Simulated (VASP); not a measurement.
# Ta3B2N (P6/mmm) in VASP: a series of runs

Runs on Ta3B2N. Level: PBE. Tasks: single point, relaxation of cell and atoms.

All numbers are computed with VASP 6.6.1; they aren't measurements. Logs are shortened: lines on timing, memory, paths and dates and some standing lists are left out, and cuts for length are marked.

## 1. The cell of the first run

It takes space group P6/mmm (No. 191, hexagonal). Conventional cell: a = 5.367 Å, b = 5.367 Å, c = 2.971 Å, α = 90.00°, β = 90.00°, γ = 120.00°. Ta (site symmetry mmm) has 4 B at 2.15 Å and 4 Ta at 2.68 Å within 2.8 Å. B (site symmetry -6m2) has 6 Ta at 2.15 Å within 2.8 Å. Within 3.9 Å of N (site symmetry 6/mmm) lie 2 N at 2.97 Å and 12 Ta at 3.07 Å and 6 B at 3.10 Å.

## 2. Single point, PBE

File INCAR:

```
PREC     = Accurate       # precision mode
ENCUT    = 520            # plane-wave cutoff, eV
EDIFF    = 1E-7           # SCF threshold, eV
ISMEAR   = 0              # smearing method
SIGMA    = 0.1            # smearing width, eV
LREAL    = False          # projectors in reciprocal space
LASPH    = True           # aspherical terms in the spheres
NELM     = 100            # most SCF steps
ALGO     = Normal         # electronic algorithm
ISIF     = 2              # what is computed and relaxed
LWAVE    = False          # write WAVECAR
LCHARG   = True           # write CHGCAR
GGA      = PE             # functional
LELF     = True           # ELF
LVHAR    = True         
NBANDS   = 31             # bands
```

File KPOINTS:

```
Automatic mesh
0
Gamma
  6 6 6
```

File POSCAR:

```
Ta3B2N
1.0
    5.3670496500      0.0000000000      0.0000000000
   -2.6835248200      4.6480013400      0.0000000000
    0.0000000000      0.0000000000      2.9708808600
Ta B N
3 2 1
Direct
    0.5000000000      0.0000000000      0.5000000000
    0.0000000000      0.5000000000      0.5000000000
    0.5000000000      0.5000000000      0.5000000000
    0.6666666700      0.3333333300      0.0000000000
    0.3333333300      0.6666666700      0.0000000000
    0.0000000000      0.0000000000      0.0000000000
```

Potentials or basis: VASP PAW PBE potentials, release 64 (Ta_pv, B, N).

The run is started by

```
> cat potpaw_PBE.64/Ta_pv/POTCAR potpaw_PBE.64/B/POTCAR potpaw_PBE.64/N/POTCAR > POTCAR
> mpirun -np 1 vasp_std > vasp.out
```

OUTCAR:

```text
PREC = Accurate
   ENCUT = 520
   EDIFF = 1E-7
   ISMEAR = 0
   LREAL = False
   LASPH = True
   NELM = 100
   ISIF = 2
   GGA = PE

 ion  position               nearest neighbor table
   1  0.500  0.000  0.500-   4 2.15   5 2.15   4 2.15   5 2.15   3 2.68   3 2.68   2 2.68   2 2.68

   2  0.000  0.500  0.500-   4 2.15   5 2.15   4 2.15   5 2.15   3 2.68   3 2.68   1 2.68   1 2.68

   3  0.500  0.500  0.500-   4 2.15   5 2.15   4 2.15   5 2.15   1 2.68   1 2.68   2 2.68   2 2.68

   4  0.667  0.333  0.000-   1 2.15   1 2.15   2 2.15   2 2.15   3 2.15   3 2.15
   5  0.333  0.667  0.000-   1 2.15   1 2.15   2 2.15   2 2.15   3 2.15   3 2.15
   6  0.000  0.000  0.000-

  LATTYP: Found a hexagonal cell.
 ALAT       =     5.3670496500
 C/A-ratio  =     0.5535407819

  Lattice vectors:

 A1 = (   5.3670496500,   0.0000000000,   0.0000000000)
 A2 = (  -2.6835248200,   4.6480013400,   0.0000000000)
 A3 = (   0.0000000000,   0.0000000000,   2.9708808600)

Analysis of symmetry for initial positions (statically):
=====================================================================
 Subroutine PRICEL returns:
 Original cell was already a primitive cell.

 Routine SETGRP: Setting up the symmetry group for a
 hexagonal supercell.

 Subroutine GETGRP returns: Found 24 space group operations
 (whereof 24 operations were pure point group operations)
 out of a pool of 24 trial point group operations.

The static configuration has the point symmetry D_6h.

Analysis of symmetry for dynamics (positions and initial velocities):
=====================================================================
 Subroutine PRICEL returns:
 Original cell was already a primitive cell.

 Routine SETGRP: Setting up the symmetry group for a
 hexagonal supercell.

 Subroutine GETGRP returns: Found 24 space group operations
 (whereof 24 operations were pure point group operations)
 out of a pool of 24 trial point group operations.

The dynamic configuration has the point symmetry D_6h.

 Subroutine INISYM returns: Found 24 space group operations
 (whereof 24 operations are pure point group operations),
 and found     1 'primitive' translations

----------------------------------------------------------------------------------------

                                     Primitive cell

  volume of cell :      74.1118

  direct lattice vectors                    reciprocal lattice vectors
     5.367049650  0.000000000  0.000000000     0.186322107  0.107573119  0.000000000
    -2.683524820  4.648001340  0.000000000     0.000000000  0.215146237  0.000000000
     0.000000000  0.000000000  2.970880860     0.000000000  0.000000000  0.336600506

  length of vectors
     5.367049650  5.367049647  2.970880860     0.215146237  0.215146237  0.336600506

  position of ions in fractional coordinates (direct lattice)
     0.500000000  0.000000000  0.500000000
     0.000000000  0.500000000  0.500000000
     0.500000000  0.500000000  0.500000000
     0.666666670  0.333333330  0.000000000
     0.333333330  0.666666670  0.000000000
     0.000000000  0.000000000  0.000000000

  ion indices of the primitive-cell ions
   primitive index   ion index
                 1           1
                 2           2
                 3           3
                 4           4
                 5           5
                 6           6

----------------------------------------------------------------------------------------

 KPOINTS: Automatic mesh

Automatic generation of k-mesh.
 Grid dimensions read from file:
 generate k-points for:    6    6    6

 Generating k-lattice:

  Cartesian coordinates                     Fractional coordinates (reciprocal lattice)
     0.031053685  0.017928853  0.000000000     0.166666667  0.000000000  0.000000000
     0.000000000  0.035857706  0.000000000     0.000000000  0.166666667  0.000000000
     0.000000000  0.000000000  0.056100084     0.000000000  0.000000000  0.166666667

  Length of vectors
     0.035857706  0.035857706  0.056100084

  Shift w.r.t. Gamma in fractional coordinates (k-lattice)
[... 47 lines left out ...]
  ext. energy  EPLUGINS =         0.00000000
  ---------------------------------------------------
  free energy    TOTEN  =       -49.59966469 eV

  energy without entropy =      -49.58328065  energy(sigma->0) =      -49.59147267

 E-fermi :   5.6966     XC(G=0): -12.3291

 val. band max:        5.6901632921   @ k =   0.3333  -0.0000   0.0000
 cond. band min:       5.7384116264   @ k =   0.5000  -0.0000   0.5000
 fundamental gap:      0.0482483344
 Fermi energy:         5.6965632489

 k-point     1 :       0.0000    0.0000    0.0000
  band No.  band energies     occupation
      1     -29.4078      2.00000
      2     -28.8015      2.00000
      3     -28.8015      2.00000
      4     -28.0719      2.00000
      5     -27.8897      2.00000
      6     -27.7927      2.00000
[... 23 lines left out ...]
     30      10.7861      0.00000
     31      10.7861      0.00000

 k-point     2 :       0.1667   -0.0000    0.0000
  band No.  band energies     occupation
      1     -29.3159      2.00000
      2     -28.7859      2.00000
      3     -28.7392      2.00000
      4     -28.0558      2.00000
      5     -27.9376      2.00000
      6     -27.8096      2.00000
[... 23 lines left out ...]
     30      10.4577      0.00000
     31      10.8029      0.00000

 k-point     3 :       0.3333   -0.0000    0.0000
  band No.  band energies     occupation
      1     -29.1136      2.00000
      2     -28.6914      2.00000
      3     -28.5690      2.00000
      4     -28.0870      2.00000
      5     -28.0141      2.00000
      6     -27.9113      2.00000
[... 23 lines left out ...]
     30       9.6222      0.00000
     31      10.8094      0.00000

 k-point     4 :       0.5000   -0.0000    0.0000
  band No.  band energies     occupation
      1     -29.0224      2.00000
      2     -28.4469      2.00000
      3     -28.3816      2.00000
      4     -28.2759      2.00000
      5     -28.2679      2.00000
      6     -27.9804      2.00000
[... 635 lines left out ...]
     30      11.1024      0.00000
     31      12.0377      0.00000

 k-point    23 :       0.1667   -0.0000    0.5000
  band No.  band energies     occupation
      1     -29.2161      2.00000
      2     -28.7437      2.00000
      3     -28.7018      2.00000
      4     -28.6570      2.00000
      5     -28.4389      2.00000
      6     -28.4179      2.00000
[... 23 lines left out ...]
     30      11.1260      0.00000
     31      11.2745      0.00000

 k-point    24 :       0.3333   -0.0000    0.5000
  band No.  band energies     occupation
      1     -29.0155      2.00000
      2     -28.6922      2.00000
      3     -28.6096      2.00000
      4     -28.4935      2.00000
      5     -28.4930      2.00000
      6     -28.4183      2.00000
[... 23 lines left out ...]
     30      10.0743      0.00000
     31      11.3167      0.00000

 [... further k-points ...]
[... 5 lines left out ...]
  --------------------------------------------------------------------------------------
  -------------------------------------------------------------------------------------
  Total       20.7949622     20.7949622     23.4316395      0.0000000      0.0000000      0.0000000
  in kB      449.5537504    449.5537503    506.5544871      0.0000005      0.0000000      0.0000000
  external PRESSURE =     468.5539960 kB  Pullay stress =       0.0000000 kB

 VOLUME and BASIS-vectors are now :
 -----------------------------------------------------------------------------
  energy-cutoff  :      520.00
  volume of cell :       74.11
      direct lattice vectors                 reciprocal lattice vectors
     5.367049650  0.000000000  0.000000000     0.186322107  0.107573119  0.000000000
    -2.683524820  4.648001340  0.000000000     0.000000000  0.215146237  0.000000000
     0.000000000  0.000000000  2.970880860     0.000000000  0.000000000  0.336600506

 POSITION                                       TOTAL-FORCE (eV/Angst)
 -----------------------------------------------------------------------------------
      2.68352      0.00000      1.48544        -0.000000      0.000000      0.000000
     -1.34176      2.32400      1.48544        -0.000000      0.000000      0.000000
      1.34176      2.32400      1.48544        -0.000000      0.000000      0.000000
      2.68352      1.54933      0.00000         0.000000     -0.000000      0.000000
     -0.00000      3.09867      0.00000        -0.000000      0.000000     -0.000000
      0.00000      0.00000      0.00000        -0.000000      0.000000      0.000000
 -----------------------------------------------------------------------------------
    total drift:                               -0.000000      0.000000     -0.000000

  FREE ENERGIE OF THE ION-ELECTRON SYSTEM (eV)
  ---------------------------------------------------
  free  energy   TOTEN  =       -49.5996646927 eV

  energy  without entropy=      -49.5832806462  energy(sigma->0) =      -49.59147267
```

Run time: 29 s. Hardware: 1 thread of Intel Xeon 6975P-C (Granite Rapids), shared host; peak memory 0.22 GiB.

What came out:

```yaml
Free_energy: -49.5997 eV
Pressure: 46.9 GPa
Band_gap_on_the_k_mesh: zero (band 22 reaches 6.31 eV, above the bottom of band 23 at 5.48 eV)
```

Caveat: spin-orbit coupling is left out, which moves the levels of the heavy elements.

## 3. Single point, PBE

This run uses another cell than the first one, of 14.88 Å³/atom, 1.205 times its volume.

File INCAR:

```
SYSTEM = Ta3B2N
  PREC = Accurate
  ENCUT = 520
  EDIFF = 1E-6
  ISMEAR = 0
  SIGMA = 0.1
  LREAL = .False.
  LASPH = .True.
  NELM = 100
  ALGO = Normal
  ISIF = 2
  LWAVE = .False.
  LCHARG = .True.
  GGA = PE
  LELF = .True.
  LVHAR = .True.
  NBANDS = 31
```

File KPOINTS:

```
regular mesh
0
Gamma
  6 6 6
  0 0 0
```

File POSCAR:

```
Ta3B2N
1.0
    5.7294914270     -0.0000000031      0.0000000000
   -2.8647457108      4.9618851281      0.0000000000
    0.0000000000      0.0000000000      3.1408956691
Ta B N
3 2 1
Direct
    0.5000000000      0.0000000000      0.5000000000
    0.0000000000      0.5000000000      0.5000000000
    0.5000000000      0.5000000000      0.5000000000
    0.6666666667      0.3333333333      0.0000000000
    0.3333333333      0.6666666667      0.0000000000
    0.0000000000      0.0000000000      0.0000000000
```

Potentials or basis: VASP PAW PBE potentials, release 64 (Ta_pv, B, N).

The run is started by

```
> cat potpaw_PBE.64/Ta_pv/POTCAR potpaw_PBE.64/B/POTCAR potpaw_PBE.64/N/POTCAR > POTCAR
> mpirun -np 1 vasp_std > vasp.out
```

It took 42 s on 1 thread of Intel Xeon 6975P-C (Granite Rapids), shared host; peak memory 0.26 GiB.

Results (log left out):

| Property | Result |
| --- | --- |
| Free energy | -51.5267 eV |
| Pressure | 0.2 GPa |
| Band gap on the k mesh | zero (band 22 reaches 4.64 eV, above the bottom of band 23 at 3.68 eV) |

Stress tensor (GPa, compression positive):
```
0.17 0.00 0.00
0.00 0.17 0.00
0.00 0.00 0.28
```

Levels at points of the mesh, in eV from the Fermi level:
| k point | band 19 | band 20 | band 21 | band 22 | band 23 | band 24 | band 25 | band 26 |
| --- | --- | --- | --- | --- | --- | --- | --- | --- |
| (0.00, 0.00, 0.00) | -1.58 | -1.58 | -1.25 | 0.20 | 1.39 | 1.39 | 1.72 | 1.72 |
| (0.50, 0.00, 0.00) | -1.84 | -1.37 | -1.03 | -0.03 | 0.09 | 1.12 | 1.17 | 2.00 |
| (0.00, 0.00, 0.50) | -0.60 | -0.60 | -0.41 | -0.07 | -0.07 | 1.39 | 2.07 | 2.07 |
| (0.50, 0.00, 0.50) | -1.79 | -1.17 | -0.07 | 0.49 | 0.53 | 0.61 | 0.68 | 1.61 |

Caveat: spin-orbit coupling is left out, which moves the levels of the heavy elements.

## 4. Relaxation of cell and atoms, PBE

File INCAR:

```
SYSTEM = Ta3B2N
PREC = Accurate
ENCUT = 600
EDIFF = 1E-6
ISMEAR = 0
SIGMA = 0.1
LREAL = .FALSE.
LASPH = .TRUE.
NELM = 80
ALGO = Normal
ISIF = 3
LWAVE = .FALSE.
LCHARG = .FALSE.
GGA = PE
IBRION = 2
NSW = 90
EDIFFG = -0.04
```

File KPOINTS:

```
Automatic mesh
0
G
  6 6 6
  0 0 0
```

File POSCAR:

```
Ta3B2N
1.0
    5.3670496500      0.0000000000      0.0000000000
   -2.6835248200      4.6480013400      0.0000000000
    0.0000000000      0.0000000000      2.9708808600
Ta B N
3 2 1
Direct
    0.5000000000      0.0000000000      0.5000000000
    0.0000000000      0.5000000000      0.5000000000
    0.5000000000      0.5000000000      0.5000000000
    0.6666666700      0.3333333300      0.0000000000
    0.3333333300      0.6666666700      0.0000000000
    0.0000000000      0.0000000000      0.0000000000
```

The run is started by

```
> cat potpaw_PBE.64/Ta_pv/POTCAR potpaw_PBE.64/B/POTCAR potpaw_PBE.64/N/POTCAR > POTCAR
> mpirun -np 1 vasp_std > vasp.out
```

Wall time 5.8 min (1 thread of Intel Xeon 6975P-C, shared host); peak memory 0.28 GiB.

It converged, with:

```
Free energy                            : -51.5227 eV
Relaxed volume                         : 14.88 Å³/atom
Relaxed cell                           : a = 5.726 Å, b = 5.726 Å, c = 3.144 Å, α = 90.00°, β = 90.00°, γ = 120.00°
Space group after relaxing (to 0.05 Å) : P6/mmm (No. 191)
Energy gained by relaxing              : 319.8 meV/atom
Ionic steps                            : 6
Pressure after relaxing                : 0.2 GPa
Band gap on the k mesh                 : zero (band 22 reaches 4.64 eV, above the bottom of band 23 at 3.69 eV)
```

Stress tensor (GPa, compression positive):
```
0.29 0.00 0.00
0.00 0.29 0.00
0.00 0.00 0.06
```

Step by step:
```
step  energy change (eV)  largest force (eV/Å)  pressure (GPa)  volume (Å³)
   1              0.0000                0.0000           46.81        74.11
   2              1.6858                0.0000          -28.97       119.94
   3             -1.8967                0.0000           -2.37        90.45
   4             -1.9065                0.0000           -0.33        89.40
   5             -1.9067                0.0000            0.30        89.07
   6             -1.9187                0.0000            0.22        89.27
```

Final structure:
```
Ta B N
1.0
     5.72590    0.00000    0.00000
    -2.86295    4.95877    0.00000
     0.00000    0.00000    3.14405
Ta B N
3 2 1
Direct
  0.50000 0.00000 0.50000
  0.00000 0.50000 0.50000
  0.50000 0.50000 0.50000
  0.66667 0.33333 0.00000
  0.33333 0.66667 0.00000
  0.00000 0.00000 0.00000
```

Levels at points of the mesh, in eV from the Fermi level:
| k point | band 20 | band 21 | band 22 | band 23 | band 24 | band 25 |
| --- | --- | --- | --- | --- | --- | --- |
| (0.00, 0.00, 0.00) | -1.57 | -1.25 | 0.19 | 1.38 | 1.38 | 1.73 |
| (0.50, 0.00, 0.00) | -1.36 | -1.04 | -0.03 | 0.10 | 1.13 | 1.18 |
| (0.00, 0.00, 0.50) | -0.59 | -0.40 | -0.07 | -0.07 | 1.39 | 2.09 |
| (0.50, 0.00, 0.50) | -1.18 | -0.07 | 0.50 | 0.53 | 0.62 | 0.68 |

Caveat: the volume moved by over 15 % at a fixed basis, so the end points are rough; spin-orbit coupling is left out, which moves the levels of the heavy elements.

## 5. Single point, PBE

This run uses another cell than the first one, of 14.88 Å³/atom, 1.205 times its volume.

File INCAR:

```
  PREC = Accurate
  ENCUT = 520
  EDIFF = 1E-7
  ISMEAR = 0
  SIGMA = 0.1
  LREAL = False
  LASPH = True
  NELM = 60
  ALGO = Normal
  ISIF = 2
  LWAVE = False
  LCHARG = True
  GGA = PE
  LELF = True
  LVHAR = True
  NBANDS = 31
```

File KPOINTS:

```
regular mesh
0
Gamma
  12 12 12
```

File POSCAR:

```
Ta3B2N
1.0
    5.7353270454      0.0000000000      0.0000000000
   -2.8676635227      4.9669389204      0.0000000000
    0.0000000000      0.0000000000      3.1350445090
Ta B N
3 2 1
Direct
    0.5000000000      0.0000000000      0.5000000000
    0.0000000000      0.5000000000      0.5000000000
    0.5000000000      0.5000000000      0.5000000000
    0.6666666667      0.3333333333      0.0000000000
    0.3333333333      0.6666666667      0.0000000000
    0.0000000000      0.0000000000      0.0000000000
```

The run is started by

```
> cat potpaw_PBE.64/Ta_pv/POTCAR potpaw_PBE.64/B/POTCAR potpaw_PBE.64/N/POTCAR > POTCAR
> mpirun -np 1 vasp_std > vasp.out
```

It took 7.8 min on 1 thread of Intel Xeon 6975P-C, shared host; peak memory 0.46 GiB.

It converged, with:

```
Free energy            : -51.5263 eV
Pressure               : 0.2 GPa
Band gap on the k mesh : zero (band 22 reaches 4.64 eV, above the bottom of band 23 at 3.67 eV)
```

Stress tensor (GPa, compression positive):
```
0.13 0.00 0.00
0.00 0.13 0.00
0.00 0.00 0.28
```

Levels at points of the mesh, in eV from the Fermi level:
```
           k point  band 18  band 19  band 20  band 21  band 22  band 23  band 24  band 25  band 26  band 27
(0.00, 0.00, 0.00)    -2.43    -1.60    -1.60    -1.26     0.22     1.39     1.39     1.69     1.69     2.35
(0.50, 0.00, 0.00)    -1.86    -1.86    -1.40    -1.03     0.00     0.08     1.10     1.15     2.00     2.36
(0.00, 0.00, 0.50)    -1.81    -0.62    -0.62    -0.44    -0.09    -0.09     1.38     2.04     2.04     2.10
(0.50, 0.00, 0.50)    -2.60    -1.80    -1.18    -0.08     0.48     0.52     0.61     0.67     1.57     2.08
```

Caveat: spin-orbit coupling is left out, which moves the levels of the heavy elements.

## 6. Overview

| task | cell | k mesh | cutoff (eV) | gap on the mesh (eV) | pressure (GPa) |
| --- | --- | --- | --- | --- | --- |
| single point | a = 5.367, b = 5.367, c = 2.971 Å, angles 90.0, 90.0, 120.0°, 6 atoms | 6 × 6 × 6 | 520 | none | 46.9 |
| single point | a = 5.729, b = 5.729, c = 3.141 Å, angles 90.0, 90.0, 120.0°, 6 atoms | 6 × 6 × 6 | 520 | none | 0.2 |
| relaxation of cell and atoms | relaxed from a = 5.367, b = 5.367, c = 2.971 Å, angles 90.0, 90.0, 120.0°, 6 atoms | 6 × 6 × 6 | 600 | none | 0.2 |
| single point | a = 5.735, b = 5.735, c = 3.135 Å, angles 90.0, 90.0, 120.0°, 6 atoms | 12 × 12 × 12 | 520 | none | 0.2 |

Alike in all rows: level PBE; potentials or basis VASP PAW PBE potentials, release 64 (Ta_pv, B, N); no spin polarisation; smearing gaussian 0.1 eV.

Caveats: spin-orbit coupling is left out, which moves the levels of the heavy elements; the volume moved by over 15 % at a fixed basis, so the end points are rough (some runs).

Total energies depend on the potentials used, so only differences within one code and one set of settings carry meaning.
